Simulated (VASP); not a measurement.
# BeRuSe3 (Pm-3m) in VASP: notebook

The runs below take BeRuSe3 through single point, relaxation of cell and atoms, with PBE.

All numbers are computed with VASP 6.6.1; they aren't measurements. Logs are shortened: lines on timing, memory, paths and dates and some standing lists are left out, and cuts for length are marked.

## (1) The cell of the first run

It takes space group Pm-3m (No. 221, cubic). Conventional cell: a = 4.853 Å, b = 4.853 Å, c = 4.853 Å, α = 90.00°, β = 90.00°, γ = 90.00°. Within 4.5 Å of Be (site symmetry m-3m) lie 12 Se at 3.43 Å and 8 Ru at 4.20 Å. Within 3.2 Å of Ru (site symmetry m-3m) lie 6 Se at 2.43 Å. Se (site symmetry 4/mmm) has 2 Ru at 2.43 Å within 3.2 Å.

The cell was generated, and may not be a known phase.

## (2) Single point, PBE, collinear spin, ferromagnetic start

Contents of INCAR:

```
  PREC = Accurate
  ENCUT = 520
  EDIFF = 1E-6
  ISMEAR = 0
  SIGMA = 0.1
  LREAL = False
  LASPH = True
  NELM = 150
  ALGO = Normal
  ISIF = 2
  LWAVE = False
  LCHARG = False
  ISPIN = 2
  MAGMOM = 0 1 0 0 0
  LORBIT = 11
  LMAXMIX = 4
  GGA = PE
  NBANDS = 29
```

Contents of KPOINTS:

```
regular mesh
0
Gamma
  4 4 4
```

Contents of POSCAR:

```
BeRuSe3
1.0
    4.8528865218      0.0000000000      0.0000000000
    0.0000000000      4.8528865218      0.0000000000
    0.0000000000      0.0000000000      4.8528865218
Be Ru Se
1 1 3
Direct
    0.0000000000      0.0000000000      0.0000000000
    0.5000000000      0.5000000000      0.5000000000
    0.0000000000      0.5000000000      0.5000000000
    0.5000000000      0.5000000000      0.0000000000
    0.5000000000      0.0000000000      0.5000000000
```

Potentials or basis: VASP PAW PBE potentials, release 64 (Be, Ru_pv, Se).

Run with:

```
$ cat potpaw_PBE.64/Be/POTCAR potpaw_PBE.64/Ru_pv/POTCAR potpaw_PBE.64/Se/POTCAR > POTCAR
$ mpirun -np 1 vasp_std > vasp.out
```

OUTCAR:

```text
PREC = Accurate
   ENCUT = 520
   EDIFF = 1E-6
   ISMEAR = 0
   LREAL = False
   LASPH = True
   NELM = 150
   ISIF = 2
   ISPIN = 2
   LORBIT = 11
   GGA = PE

 ion  position               nearest neighbor table
   1  0.000  0.000  0.000-
   2  0.500  0.500  0.500-   3 2.43   4 2.43   5 2.43   4 2.43   5 2.43   3 2.43
   3  0.000  0.500  0.500-   2 2.43   2 2.43
   4  0.500  0.500  0.000-   2 2.43   2 2.43
   5  0.500  0.000  0.500-   2 2.43   2 2.43

  LATTYP: Found a simple cubic cell.
 ALAT       =     4.8528865218

  Lattice vectors:

 A1 = (   4.8528865218,   0.0000000000,   0.0000000000)
 A2 = (   0.0000000000,   4.8528865218,   0.0000000000)
 A3 = (   0.0000000000,   0.0000000000,   4.8528865218)

Analysis of symmetry for initial positions (statically):
=====================================================================
 Subroutine PRICEL returns:
 Original cell was already a primitive cell.

 Routine SETGRP: Setting up the symmetry group for a
 simple cubic supercell.

 Subroutine GETGRP returns: Found 48 space group operations
 (whereof 48 operations were pure point group operations)
 out of a pool of 48 trial point group operations.

The static configuration has the point symmetry O_h .

Analysis of symmetry for dynamics (positions and initial velocities):
=====================================================================
 Subroutine PRICEL returns:
 Original cell was already a primitive cell.

 Routine SETGRP: Setting up the symmetry group for a
 simple cubic supercell.

 Subroutine GETGRP returns: Found 48 space group operations
 (whereof 48 operations were pure point group operations)
 out of a pool of 48 trial point group operations.

The dynamic configuration has the point symmetry O_h .

Analysis of structural, dynamic, and magnetic symmetry:
=====================================================================
 Subroutine PRICEL returns:
 Original cell was already a primitive cell.

 Routine SETGRP: Setting up the symmetry group for a
 simple cubic supercell.

 Subroutine GETGRP returns: Found 48 space group operations
 (whereof 48 operations were pure point group operations)
 out of a pool of 48 trial point group operations.

The overall configuration has the point symmetry O_h .

 Subroutine INISYM returns: Found 48 space group operations
 (whereof 48 operations are pure point group operations),
 and found     1 'primitive' translations

----------------------------------------------------------------------------------------

                                     Primitive cell

  volume of cell :     114.2879

  direct lattice vectors                    reciprocal lattice vectors
     4.852886522  0.000000000  0.000000000     0.206062927  0.000000000  0.000000000
     0.000000000  4.852886522  0.000000000     0.000000000  0.206062927  0.000000000
     0.000000000  0.000000000  4.852886522     0.000000000  0.000000000  0.206062927

  length of vectors
     4.852886522  4.852886522  4.852886522     0.206062927  0.206062927  0.206062927

  position of ions in fractional coordinates (direct lattice)
     0.000000000  0.000000000  0.000000000
     0.500000000  0.500000000  0.500000000
     0.000000000  0.500000000  0.500000000
     0.500000000  0.500000000  0.000000000
     0.500000000  0.000000000  0.500000000

  ion indices of the primitive-cell ions
   primitive index   ion index
                 1           1
                 2           2
                 3           3
                 4           4
                 5           5

----------------------------------------------------------------------------------------

 KPOINTS: regular mesh

Automatic generation of k-mesh.
 Grid dimensions read from file:
 generate k-points for:    4    4    4

 Generating k-lattice:

  Cartesian coordinates                     Fractional coordinates (reciprocal lattice)
     0.051515732  0.000000000  0.000000000     0.250000000  0.000000000  0.000000000
     0.000000000  0.051515732  0.000000000     0.000000000  0.250000000  0.000000000
     0.000000000  0.000000000  0.051515732     0.000000000  0.000000000  0.250000000

  Length of vectors
     0.051515732  0.051515732  0.051515732

  Shift w.r.t. Gamma in fractional coordinates (k-lattice)
     0.000000000  0.000000000  0.000000000

 Subroutine IBZKPT returns following result:
 ===========================================

 Found     10 irreducible k-points:

 Following reciprocal coordinates:
            Coordinates               Weight
  0.000000  0.000000  0.000000      1.000000
  0.250000  0.000000  0.000000      6.000000
  0.500000  0.000000  0.000000      3.000000
  0.250000  0.250000  0.000000     12.000000
  0.500000  0.250000  0.000000     12.000000
  0.500000  0.500000  0.000000      3.000000
  0.250000  0.250000  0.250000      8.000000
  0.500000  0.250000  0.250000     12.000000
  0.500000  0.500000  0.250000      6.000000
  0.500000  0.500000  0.500000      1.000000
   k-points           NKPTS =     10   k-points in BZ     NKDIM =     10   number of bands    NBANDS=     29
   number of dos      NEDOS =    301   number of ions     NIONS =      5
   total plane-waves  NPLWV =  46656
   dimension x,y,z NGX =    36 NGY =   36 NGZ =   36
   dimension x,y,z NGXF=    72 NGYF=   72 NGZF=   72
   ions per type =               1   1   3
   NGX,Y,Z   is equivalent  to a cutoff of  12.33, 12.33, 12.33 a.u.
   NGXF,Y,Z  is equivalent  to a cutoff of  24.67, 24.67, 24.67 a.u.
 SYSTEM =  unknown system
   PREC   = accura    normal or accurate (medium, high low for compatibility)
   ISTART =      0    job   : 0-new  1-cont  2-samecut
   ICHARG =      2    charge: 1-file 2-atom 10-const
   ISPIN  =      2    spin polarized calculation?
   LNONCOLLINEAR =      F non collinear calculations
   LSORBIT =      F    spin-orbit coupling
   LASPH  =      T    aspherical Exc in radial PAW
   ENCUT  =  520.0 eV  38.22 Ry    6.18 a.u.   9.02  9.02  9.02*2*pi/ulx,y,z
   NELM   =    150;   NELMIN=  2; NELMDL= -5     # of ELM steps
   EDIFF  = 0.1E-05   stopping-criterion for ELM
   LREAL  =      F    real-space projection
   EDIFFG = 0.1E-04   stopping-criterion for IOM
   NSW    =      0    number of steps for IOM
   IBRION =     -1    ionic relax: 0-MD 1-quasi-New 2-CG
   NFREE  =      0    steps in history (QN), initial steepest desc. (CG)
   ISIF   =      2    stress and relaxation
   ISYM   =      2    0-nonsym 1-usesym 2-fastsym
   POTIM  = 0.5000    time-step for ionic-motion
   TEBEG  =    0.0;   TEEND  =   0.0 temperature during run
   PSTRESS=    0.0 pullay stress
   NELECT =      34.0000    total number of electrons
   NUPDOWN=      -1.0000    fix difference up-down
   EMIN   =  10.00;   EMAX   =-10.00  energy-range for DOS
   EFERMI =   0.00;   METHOD = LEGACY
   ISMEAR =     0;   SIGMA  =   0.10  broadening in eV -4-tet -1-fermi 0-gaus
   EFERMI_NEDOS =   21; number of points for ismear=-14 and -15
   IALGO  =     38    algorithm
   IMIX   =      4    mixing-type and parameters
     AMIX     =   0.40;   BMIX     =  1.00
     AMIX_MAG =   1.60;   BMIX_MAG =  1.00
  volume/ion in A,a.u.               =      22.86       154.25
  Fermi-wavevector in a.u.,A,eV,Ry     =   1.092868  2.065221 16.250257  1.194360
  Thomas-Fermi vector in A             =   2.229142
   LORBIT       =     11    0 simple, 1 ext, 2 COOP (PROOUT), +10 PAW based schemes
   GGA     = PE    functional components
   LHFCALC =     F    Hartree Fock is set to
   AEXX    =    0.0000 exact exchange contribution
   IVDW    =     0    specifies the selected vdW correction
   LEPSILON=     F    determine dielectric tensor
   LRPA    =     F    only Hartree local field effects (RPA)
 spin polarized calculation
 Gauss-broadening in eV      SIGMA  =   0.10
  energy-cutoff  :      520.00
  volume of cell :      114.29
 maximum number of plane-waves:      3112
   NGX = 19   NGY = 19   NGZ = 19

 number of electron      34.0000012 magnetization       1.1201049

 Free energy of the ion-electron system (eV)
  ---------------------------------------------------
  ext. energy  EPLUGINS =         0.00000000
  ---------------------------------------------------
  free energy    TOTEN  =       -19.14138932 eV

  energy without entropy =      -19.11037337  energy(sigma->0) =      -19.12588135

 E-fermi :   3.5791     XC(G=0):  -9.4849

 val. band max:        3.5559590361   @ k =   0.5000   0.2500   0.0000
 cond. band min:       3.5888077509   @ k =   0.5000   0.5000   0.0000
 fundamental gap:      0.0328487149
 Fermi energy:         3.5791336442

 spin component 1

 k-point     1 :       0.0000    0.0000    0.0000
  band No.  band energies     occupation
      1     -39.5551      1.00000
      2     -39.5551      1.00000
      3     -39.5551      1.00000
      4     -10.5276      1.00000
      5      -8.9507      1.00000
      6      -8.9507      1.00000
[... 287 lines left out ...]
      6      -8.9993      1.00000
[... 21 lines left out ...]
     28      13.2230      0.00000
     29      13.2230      0.00000
 Fermi energy:         3.5791336442

 spin component 2

 k-point     1 :       0.0000    0.0000    0.0000
  band No.  band energies     occupation
      1     -39.1003      1.00000
      2     -39.1003      1.00000
      3     -39.1003      1.00000
      4     -10.3938      1.00000
      5      -8.7926      1.00000
      6      -8.7926      1.00000
[... 309 lines left out ...]
     28      13.3167      0.00000
     29      13.3167      0.00000

------------------------ aborting loop because EDIFF is reached ----------------------------------------

  FORCE on cell =-STRESS in cart. coord.  units (eV):
  Direction    XX          YY          ZZ          XY          YZ          ZX
  --------------------------------------------------------------------------------------
  -------------------------------------------------------------------------------------
  Total        0.3940439      0.3940439      0.3940439      0.0000000     -0.0000000     -0.0000000
  in kB        5.5240147      5.5240147      5.5240147      0.0000000     -0.0000000     -0.0000000
  external PRESSURE =       5.5240147 kB  Pullay stress =       0.0000000 kB

 VOLUME and BASIS-vectors are now :
 -----------------------------------------------------------------------------
  energy-cutoff  :      520.00
  volume of cell :      114.29
      direct lattice vectors                 reciprocal lattice vectors
     4.852886522  0.000000000  0.000000000     0.206062927  0.000000000  0.000000000
     0.000000000  4.852886522  0.000000000     0.000000000  0.206062927  0.000000000
     0.000000000  0.000000000  4.852886522     0.000000000  0.000000000  0.206062927

 POSITION                                       TOTAL-FORCE (eV/Angst)
 -----------------------------------------------------------------------------------
      0.00000      0.00000      0.00000         0.000000      0.000000      0.000000
      2.42644      2.42644      2.42644         0.000000      0.000000      0.000000
      0.00000      2.42644      2.42644         0.000000      0.000000      0.000000
      2.42644      2.42644      0.00000         0.000000      0.000000      0.000000
      2.42644      0.00000      2.42644         0.000000      0.000000      0.000000
 -----------------------------------------------------------------------------------
    total drift:                                0.000000      0.000000      0.000000

  FREE ENERGIE OF THE ION-ELECTRON SYSTEM (eV)
  ---------------------------------------------------
  free  energy   TOTEN  =       -19.1413893212 eV

  energy  without entropy=      -19.1103733724  energy(sigma->0) =      -19.12588135

 total charge

# of ion       s       p       d       tot
------------------------------------------
    1        0.427   0.114   0.000   0.541
    2        0.305   6.260   6.096  12.661
    3        1.490   2.227   0.053   3.770
    4        1.490   2.227   0.053   3.770
    5        1.490   2.227   0.053   3.770
--------------------------------------------------
tot          5.201  13.056   6.255  24.511

 magnetization (x)

# of ion       s       p       d       tot
------------------------------------------
    1       -0.008   0.004   0.000  -0.003
    2        0.018   0.009   0.568   0.594
    3        0.011   0.096   0.005   0.112
    4        0.011   0.096   0.005   0.112
    5        0.011   0.096   0.005   0.112
--------------------------------------------------
tot          0.042   0.302   0.583   0.927
```

Run time: 43 s. Hardware: 1 thread of Oxide Virtual Turin-like, shared host; peak memory 0.22 GiB.

What came out:

```yaml
Free_energy: -19.1414 eV
Pressure: 0.6 GPa
Net_moment: 1.12 μB per cell
Site_moments: Be -0.00; Ru +0.59; Se +0.11 μB
Valence_electrons_inside_the_program's_atomic_spheres: Be 0.54; Ru 12.66; Se 3.77
```

Levels at points of the mesh, in eV from the Fermi level:
Spin up:
```csv
k point,band 15,band 16,band 17,band 18,band 19,band 20
"(0.00, 0.00, 0.00)",-1.05,-1.05,-0.98,-0.98,-0.40,-0.40
"(0.50, 0.00, 0.00)",-0.95,-0.49,-0.49,0.16,0.16,1.13
"(0.50, 0.50, 0.00)",-1.11,0.01,0.37,0.37,0.53,1.32
"(0.50, 0.50, 0.50)",-0.36,-0.36,0.57,0.57,0.57,4.86
```
Spin down:
| k point | band 14 | band 15 | band 16 | band 17 | band 18 | band 19 |
| --- | --- | --- | --- | --- | --- | --- |
| (0.00, 0.00, 0.00) | -0.88 | -0.88 | -0.88 | -0.53 | -0.53 | -0.28 |
| (0.50, 0.00, 0.00) | -1.50 | -0.51 | -0.34 | -0.34 | 0.45 | 0.45 |
| (0.50, 0.50, 0.00) | -2.22 | -0.89 | 0.40 | 0.67 | 0.67 | 0.71 |
| (0.50, 0.50, 0.50) | -0.03 | -0.03 | -0.03 | 0.76 | 0.76 | 0.76 |

Caveat: a moment this small can come from the mesh or the smearing.

## (3) Relaxation of cell and atoms, PBE, collinear spin, ferromagnetic start

This run uses another cell than the first one, of 19.09 Å³/atom.

Contents of INCAR:

```
SYSTEM = BeRuSe3
PREC = Accurate ; ENCUT = 600
EDIFF = 1E-6 ; ISMEAR = 0
SIGMA = 0.1 ; LREAL = .FALSE.
LASPH = .TRUE. ; NELM = 150
ALGO = Normal ; ISIF = 3
LWAVE = .FALSE. ; LCHARG = .FALSE.
ISPIN = 2 ; MAGMOM = 0 1 0 0 0
LORBIT = 11 ; LMAXMIX = 4
GGA = PE ; IBRION = 2
NSW = 90 ; EDIFFG = -0.04
```

Contents of KPOINTS:

```
regular mesh
0
G
  4 4 4
  0 0 0
```

POSCAR, as its differences from that of step 2:

```diff
@@ -2,5 +2,5 @@
 1.0
-    4.8528865218      0.0000000000      0.0000000000
-    0.0000000000      4.8528865218      0.0000000000
-    0.0000000000      0.0000000000      4.8528865218
+    4.5697895100      0.0000000000      0.0000000000
+    0.0000000000      4.5697895100      0.0000000000
+    0.0000000000      0.0000000000      4.5697895100
 Be Ru Se
```

Potentials or basis: VASP PAW PBE potentials, release 64 (Be, Ru_pv, Se).

Run with:

```
$ cat potpaw_PBE.64/Be/POTCAR potpaw_PBE.64/Ru_pv/POTCAR potpaw_PBE.64/Se/POTCAR > POTCAR
$ mpirun -np 1 vasp_std > vasp.out
```

Run time: 3.5 min. Hardware: 1 thread of Oxide Virtual Turin-like, shared host; peak memory 0.28 GiB.

The run converged. Its results:

| Item | Value |
| --- | --- |
| Free energy | -19.1278 eV |
| Relaxed volume | 22.92 Å³/atom |
| Relaxed cell | a = 4.857 Å, b = 4.857 Å, c = 4.857 Å, α = 90.00°, β = 90.00°, γ = 90.00° |
| Space group after relaxing (to 0.1 Å) | Pm-3m (No. 221) |
| Energy gained by relaxing | 193.6 meV/atom |
| Ionic steps | 3 |
| Pressure after relaxing | 0.0 GPa |
| Band gap on the k mesh | zero (filled and empty bands overlap) |
| Net moment | 0.00 μB per cell |
| Valence electrons inside the program's atomic spheres | Be 0.54; Ru 12.65; Se 3.77 |

The path:
| step | energy change (eV) | largest force (eV/Å) | pressure (GPa) | volume (Å³) |
| --- | --- | --- | --- | --- |
| 1 | 0.0000 | 0.0000 | 19.50 | 95.43 |
| 2 | -0.5696 | 0.0000 | -6.70 | 131.24 |
| 3 | -0.9681 | 0.0000 | 0.02 | 114.58 |

Final structure:
```
Be Ru Se
1.0
     4.85699    0.00000    0.00000
     0.00000    4.85699    0.00000
     0.00000    0.00000    4.85699
Be Ru Se
1 1 3
Direct
  0.00000 0.00000 0.00000
  0.50000 0.50000 0.50000
  0.00000 0.50000 0.50000
  0.50000 0.50000 0.00000
  0.50000 0.00000 0.50000
```

Levels at points of the mesh, in eV from the Fermi level:
Spin up:
| k point | band 13 | band 14 | band 15 | band 16 | band 17 | band 18 | band 19 | band 20 | band 21 | band 22 |
| --- | --- | --- | --- | --- | --- | --- | --- | --- | --- | --- |
| (0.00, 0.00, 0.00) | -1.26 | -0.98 | -0.98 | -0.98 | -0.79 | -0.79 | -0.36 | -0.36 | -0.36 | 4.45 |
| (0.50, 0.00, 0.00) | -2.21 | -1.58 | -0.77 | -0.43 | -0.43 | 0.29 | 0.29 | 1.17 | 1.24 | 2.45 |
| (0.50, 0.50, 0.00) | -2.29 | -2.29 | -1.01 | 0.17 | 0.50 | 0.50 | 0.61 | 1.38 | 2.34 | 3.88 |
| (0.50, 0.50, 0.50) | -1.39 | -0.22 | -0.22 | -0.22 | 0.65 | 0.65 | 0.65 | 4.87 | 4.87 | 4.87 |
Spin down:
| k point | band 13 | band 14 | band 15 | band 16 | band 17 | band 18 | band 19 | band 20 | band 21 | band 22 |
| --- | --- | --- | --- | --- | --- | --- | --- | --- | --- | --- |
| (0.00, 0.00, 0.00) | -1.26 | -0.98 | -0.98 | -0.98 | -0.79 | -0.79 | -0.36 | -0.36 | -0.36 | 4.45 |
| (0.50, 0.00, 0.00) | -2.21 | -1.58 | -0.77 | -0.43 | -0.43 | 0.29 | 0.29 | 1.17 | 1.24 | 2.45 |
| (0.50, 0.50, 0.00) | -2.29 | -2.29 | -1.01 | 0.17 | 0.50 | 0.50 | 0.61 | 1.38 | 2.34 | 3.88 |
| (0.50, 0.50, 0.50) | -1.39 | -0.22 | -0.22 | -0.22 | 0.65 | 0.65 | 0.65 | 4.87 | 4.87 | 4.87 |

Caveat: the volume moved by over 15 % at a fixed basis, so the end points are rough.

The gap in the log of VASP goes by the Fermi energy; the results here count the filled bands.